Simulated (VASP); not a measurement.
Wanted: the native input for a VASP 6.6.1 run.

```yaml
Task: single point
Functional: PBE0
Potentials_or_basis: VASP PAW PBE potentials, release 64 (Cd, Se)
Cutoff: 520 eV
k_mesh: 4 × 4 × 4
Occupations: fermi-dirac, width 0.05 eV
Spin: no spin polarisation
Dipole_correction: no
Grid_for_exact_exchange_PRECFOCK: Normal
Further_INCAR_settings: ALGO = Normal; EDIFF = 1e-06; NBANDS = 16
Share_of_exact_exchange: 0.25
```

Crystal: CdSe.

```
Cd Se
1.0
     0.00000    2.81529    2.81529
     2.81529    0.00000    2.81529
     2.81529    2.81529    0.00000
Cd Se
1 1
Cartesian
  0.0000 0.0000 0.0000
  2.8153 2.8153 2.8153
```

These files were run (other wordings do the same):

POSCAR

```
CdSe
1.0
    0.0000000000      2.8152893338      2.8152893338
    2.8152893338      0.0000000000      2.8152893338
    2.8152893338      2.8152893338      0.0000000000
Cd Se
1 1
Direct
    0.0000000000      0.0000000000      0.0000000000
    0.5000000000      0.5000000000      0.5000000000
```

INCAR.step1

```
PREC = Accurate
ENCUT = 520
EDIFF = 1E-5
ISMEAR = -1
SIGMA = 0.05
LREAL = False
LASPH = True
NELM = 60
ALGO = Normal
ISIF = 2
LWAVE = True
LCHARG = False
GGA = PE
NBANDS = 16
```

INCAR.step2

```
PREC = Accurate
ENCUT = 520
EDIFF = 1E-6
ISMEAR = -1
SIGMA = 0.05
LREAL = False
LASPH = True
NELM = 60
ALGO = Normal
ISIF = 2
LWAVE = False
LCHARG = False
GGA = PE
LHFCALC = True
AEXX = 0.25
PRECFOCK = Normal
ISTART = 1
NBANDS = 16
```

KPOINTS

```
Automatic mesh
0
Gamma
  4 4 4
```

Potentials or basis: VASP PAW PBE potentials, release 64 (Cd, Se).

Run with:

```sh
$ cat potpaw_PBE.64/Cd/POTCAR potpaw_PBE.64/Se/POTCAR > POTCAR
$ cp INCAR.step1 INCAR
$ mpirun -np 1 vasp_std > vasp.out
$ cp INCAR.step2 INCAR
$ mpirun -np 1 vasp_std > vasp.out
```

Results of the run:

```json
{
 "Pressure": "2.7 GPa",
 "Band gap on the k mesh": "1.11 eV (least direct gap 2.70 eV)"
}
```

Caveat: the k points lie up to 0.48 Å⁻¹ apart; the PAW data sets were made with another functional, which shifts forces and pressure a little.

Wall time 7 min on 1 thread of Intel(R) Xeon(R) Platinum 8259CL CPU @ 2.50GHz (Skylake/Cascade Lake), with other jobs on the host, peak memory 0.19 GiB.
